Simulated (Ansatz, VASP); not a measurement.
**Ru: VASP beside Ansatz**

```
CELL_PARAMETERS angstrom
0.00000 2.25883 2.25883
2.25883 0.00000 2.25883
2.25883 2.25883 0.00000
ATOMIC_POSITIONS crystal
Ru 0.87500 0.87500 0.87500
Ru 0.12500 0.12500 0.12500
```

Change from the starting cell: volume scaled by 0.6, LAPW.

Alike in both runs: task single point; functional LDA; k mesh 13 × 13 × 13; occupations fermi-dirac, width 0.1 eV; no spin polarisation.

|  | VASP | Ansatz |
| --- | --- | --- |
| version | VASP 6.6.1 | Ansatz 0.2.0 |
| potentials or method | VASP PAW LDA potentials, release 64 (Ru_pv), cutoff 520 eV | all-electron LAPW, scalar-relativistic |

VASP gave:

| Item | Value |
| --- | --- |
| pressure (GPa) | 318.5 |

Task: Which values does Ansatz return?

Result: Pressure (GPa): 310.0.

LDA's correlation is that of Perdew and Zunger in VASP and of Perdew and Wang (1992) in Ansatz. Both programs put the cell under a high pressure, so it lies far from rest at this level. Ansatz ran all-electron here, and VASP with PAW potentials.

Noted on VASP's run: the cell as given lies far from equilibrium.
